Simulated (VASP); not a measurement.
# Si (P4/nmm) in VASP: relaxation of cell and atoms with PBE+D3(BJ)

Aim: the relaxation of cell and atoms of Si with PBE+D3(BJ).

Everything below comes from runs of VASP 6.6.1. Logs are shortened: lines on timing, memory, paths and dates and some standing lists are left out, and cuts for length are marked.

### 1 The cell of the first run

The typed cell holds 2 atoms: a = 3.543 Å, b = 3.543 Å, c = 2.490 Å, α = 90.00°, β = 90.00°, γ = 90.00°.

This isn't the form of Si at room conditions, which is diamond.

### 2 Relaxation of cell and atoms, PBE+D3(BJ)

INCAR

```
SYSTEM = Si
PREC = Accurate ; ENCUT = 600
EDIFF = 1E-6 ; ISMEAR = 0
SIGMA = 0.1 ; LREAL = .FALSE.
LASPH = .TRUE. ; NELM = 100
ALGO = Normal ; ISIF = 3
LWAVE = .FALSE. ; LCHARG = .FALSE.
GGA = PE ; IVDW = 12
IBRION = 2 ; NSW = 100
EDIFFG = -0.01
```

KPOINTS

```
regular mesh
0
G
  16 16 22
  0 0 0
```

POSCAR

```
Si
1.0
    2.5055775365     -2.5055533226      0.0000000000
    2.5055775365      2.5055533226      0.0000000000
    0.0000000000      0.0000000000      2.4897643907
Si
2
Direct
    0.2500000000      0.7500000000      0.4998722788
    0.7500000000      0.2500000000      0.5001277212
```

Potentials or basis: VASP PAW PBE potentials, release 64 (Si).

On the command line:

```
> cat potpaw_PBE.64/Si/POTCAR > POTCAR
> mpirun -np 1 vasp_std > vasp.out
```

OUTCAR:

```text
SYSTEM = Si
   PREC = Accurate
   ENCUT = 600
   EDIFF = 1E-6
   ISMEAR = 0
   LREAL = .FALSE.
   LASPH = .TRUE.
   NELM = 100
   ISIF = 3
   GGA = PE
   IVDW = 12
   IBRION = 2
   NSW = 100
   EDIFFG = -0.01
 IVDW          = 12

 ion  position               nearest neighbor table
   1  0.250  0.750  0.500-   2 2.51   2 2.51   2 2.51   2 2.51
   2  0.750  0.250  0.500-   1 2.51   1 2.51   1 2.51   1 2.51

  LATTYP: Found a simple tetragonal cell.
 ALAT       =     3.5434046119
 C/A-ratio  =     0.7026474996

  Lattice vectors:

 A1 = (   2.5055775365,  -2.5055533226,   0.0000000000)
 A2 = (   2.5055775365,   2.5055533226,   0.0000000000)
 A3 = (   0.0000000000,   0.0000000000,   2.4897643907)

Analysis of symmetry for initial positions (statically):
=====================================================================
 Subroutine PRICEL returns:
 Original cell was already a primitive cell.

 Routine SETGRP: Setting up the symmetry group for a
 simple tetragonal supercell.

 Subroutine GETGRP returns: Found 16 space group operations
 (whereof  4 operations were pure point group operations)
 out of a pool of 16 trial point group operations.

The static configuration has the point symmetry C_2h.
 The point group associated with its full space group is D_4h.

Analysis of symmetry for dynamics (positions and initial velocities):
=====================================================================
 Subroutine PRICEL returns:
 Original cell was already a primitive cell.

 Routine SETGRP: Setting up the symmetry group for a
 simple tetragonal supercell.

 Subroutine GETGRP returns: Found 16 space group operations
 (whereof  4 operations were pure point group operations)
 out of a pool of 16 trial point group operations.

The dynamic configuration has the point symmetry C_2h.
 The point group associated with its full space group is D_4h.

 Subroutine INISYM returns: Found 16 space group operations
 (whereof  4 operations are pure point group operations),
 and found     1 'primitive' translations

----------------------------------------------------------------------------------------
[... 154 lines left out ...]
  Total      -0.01120    -0.01120     0.02590     0.00000     0.00000     0.00000
  in kB      -0.57381    -0.57380     1.32732     0.00000     0.00000     0.00000
  external pressure =        0.06 kB  Pullay stress =        0.00 kB

 VOLUME and BASIS-vectors are now :
 -----------------------------------------------------------------------------
  energy-cutoff  :      600.00
  volume of cell :       31.26
      direct lattice vectors                 reciprocal lattice vectors
     2.505577537 -2.505553323  0.000000000     0.199554790 -0.199556719  0.000000000
     2.505577537  2.505553323  0.000000000     0.199554790  0.199556719  0.000000000
     0.000000000  0.000000000  2.489764391     0.000000000  0.000000000  0.401644430

 POSITION                                       TOTAL-FORCE (eV/Angst)
 -----------------------------------------------------------------------------------
      2.50558      1.25278      1.24456        -0.000000     -0.000000      0.000388
      2.50558     -1.25278      1.24520         0.000000      0.000000     -0.000388
 -----------------------------------------------------------------------------------
    total drift:                                0.000000      0.000000     -0.000000

  FREE ENERGIE OF THE ION-ELECTRON SYSTEM (eV)
  ---------------------------------------------------
  free  energy   TOTEN  =       -10.9355204559 eV

  energy  without entropy=      -10.9311756998  energy(sigma->0) =      -10.93334808

--------------------------------------- Ionic step        2  -------------------------------------------

 number of electron       8.0000000 magnetization

 Free energy of the ion-electron system (eV)
  ---------------------------------------------------
  ext. energy  EPLUGINS =         0.00000000
  ---------------------------------------------------
  free energy    TOTEN  =       -10.13513811 eV

  energy without entropy =      -10.13076704  energy(sigma->0) =      -10.13295258

 E-fermi :   8.7305     XC(G=0): -10.7582

 val. band max:        8.7286372294   @ k =   0.1875   0.1250   0.4545
 cond. band min:       8.7310496225   @ k =   0.0625  -0.0000   0.3636
 fundamental gap:      0.0024123932
 Fermi energy:         8.7304688869

 k-point     1 :       0.0000    0.0000    0.0000
  band No.  band energies     occupation
      1      -4.7920      2.00000
      2       5.2315      2.00000
      3       5.7014      2.00000
      4       5.7016      2.00000
      5      10.0306      0.00000
      6      16.1204      0.00000
      7      16.1958      0.00000
      8      16.5467      0.00000
[... 243 lines left out ...]
 k-point    24 :       0.5000    0.1250    0.0000
  band No.  band energies     occupation
      1      -1.8234      2.00000
      2      -1.8234      2.00000
      3       6.6140      2.00000
      4       6.6141      2.00000
      5      11.9991      0.00000
      6      11.9993      0.00000
      7      19.2047      0.00000
      8      19.2048      0.00000

 [... further k-points ...]

------------------------ aborting loop because EDIFF is reached ----------------------------------------

 Edisp (eV)   -0.80040

 E8    (eV) :    -0.3297

  FORCE on cell =-STRESS in cart. coord.  units (eV):
  Direction    XX          YY          ZZ          XY          YZ          ZX
  --------------------------------------------------------------------------------------
  -------------------------------------------------------------------------------------
  Total      -0.00370    -0.00370     0.00333     0.00000     0.00000     0.00000
  in kB      -0.18975    -0.18975     0.17048     0.00000     0.00000     0.00000
  external pressure =       -0.07 kB  Pullay stress =        0.00 kB

 VOLUME and BASIS-vectors are now :
 -----------------------------------------------------------------------------
  energy-cutoff  :      600.00
  volume of cell :       31.26
      direct lattice vectors                 reciprocal lattice vectors
     2.504900880 -2.504876686  0.000000000     0.199608697 -0.199610625 -0.000000000
     2.504900880  2.504876686  0.000000000     0.199608697  0.199610625 -0.000000000
     0.000000000  0.000000000  2.491319727    -0.000000000  0.000000000  0.401393683

 POSITION                                       TOTAL-FORCE (eV/Angst)
 -----------------------------------------------------------------------------------
      2.50490      1.25244      1.24536         0.000000      0.000000      0.000363
      2.50490     -1.25244      1.24596        -0.000000     -0.000000     -0.000363
 -----------------------------------------------------------------------------------
    total drift:                                0.000000      0.000000      0.000000

  FREE ENERGIE OF THE ION-ELECTRON SYSTEM (eV)
  ---------------------------------------------------
  free  energy   TOTEN  =       -10.9355333198 eV

  energy  without entropy=      -10.9311622485  energy(sigma->0) =      -10.93334778

 reached required accuracy - stopping structural energy minimisation
```

OSZICAR:

```text
N       E                     dE             d eps       ncg     rms          rms(c)
DAV:   1     0.693361141735E+01    0.69336E+01   -0.38742E+03  8656   0.939E+02
DAV:   2    -0.992726002454E+01   -0.16861E+02   -0.16357E+02 12808   0.832E+01
DAV:   3    -0.101331798802E+02   -0.20592E+00   -0.20417E+00 11648   0.110E+01
DAV:   4    -0.101338085890E+02   -0.62871E-03   -0.62858E-03 13000   0.629E-01
DAV:   5    -0.101338103513E+02   -0.17623E-05   -0.17627E-05 11840   0.222E-02    0.402E+00
DAV:   6    -0.101342980059E+02   -0.48765E-03   -0.13250E-03 11896   0.334E-01    0.234E+00
DAV:   7    -0.101349318086E+02   -0.63380E-03   -0.38674E-03 10104   0.555E-01    0.177E-01
DAV:   8    -0.101350546659E+02   -0.12286E-03   -0.12407E-04 12904   0.105E-01    0.274E-02
DAV:   9    -0.101350571691E+02   -0.25032E-05   -0.19046E-06 11920   0.121E-02    0.317E-03
DAV:  10    -0.101350571044E+02    0.64717E-07   -0.56195E-07  7848   0.609E-03
   1 F= -.10935520E+02 E0= -.10933348E+02  d E =-.109355E+02
       N       E                     dE             d eps       ncg     rms          rms(c)
DAV:   1    -0.101351549602E+02   -0.97791E-04   -0.76223E-04 11136   0.161E-01    0.193E-02
DAV:   2    -0.101351430803E+02    0.11880E-04   -0.23983E-05 10992   0.370E-02    0.997E-03
DAV:   3    -0.101351380668E+02    0.50135E-05   -0.15253E-05 11176   0.214E-02    0.108E-03
DAV:   4    -0.101351381134E+02   -0.46605E-07   -0.66486E-07  5312   0.674E-03
   2 F= -.10935533E+02 E0= -.10933348E+02  d E =-.128639E-04
```

Wall time 63 s (1 thread of AMD EPYC 9R45 (Zen 5), shared host); peak memory 0.23 GiB.

Results:

```yaml
Free_energy: -10.9355 eV
Energy_gained_by_relaxing: 0.0 meV/atom
Ionic_steps: 2
Pressure_after_relaxing: 0.0 GPa
Band_gap_on_the_k_mesh: zero (bands 4 and 5 overlap by 4.29 eV)
Dispersion_energy_per_atom: -0.400 eV
```

Final structure:
```xyz
2
Lattice="2.5049 -2.5049 0.0000 2.5049 2.5049 0.0000 0.0000 0.0000 2.4913" Properties=species:S:1:pos:R:3 pbc="T T T"
Si    2.5049    1.2524    1.2454
Si    2.5049   -1.2524    1.2460
```

Levels at points of the mesh, in eV from the Fermi level:
| k point | band 2 | band 3 | band 4 | band 5 | band 6 | band 7 |
| --- | --- | --- | --- | --- | --- | --- |
| (0.00, 0.00, 0.00) | -3.50 | -3.03 | -3.03 | 1.30 | 7.39 | 7.47 |
| (0.50, 0.00, 0.00) | -10.72 | -0.37 | -0.37 | 1.28 | 1.28 | 10.35 |
| (0.50, 0.50, 0.00) | -8.79 | -6.79 | -6.79 | 10.12 | 10.12 | 11.33 |
| (0.00, 0.00, 0.50) | -6.78 | 0.50 | 0.59 | 0.59 | 4.01 | 5.02 |
| (0.50, 0.00, 0.50) | -5.89 | -4.25 | -4.25 | 3.12 | 3.12 | 7.03 |
| (0.50, 0.50, 0.50) | -3.38 | -3.03 | -3.03 | -2.95 | -2.95 | 1.32 |
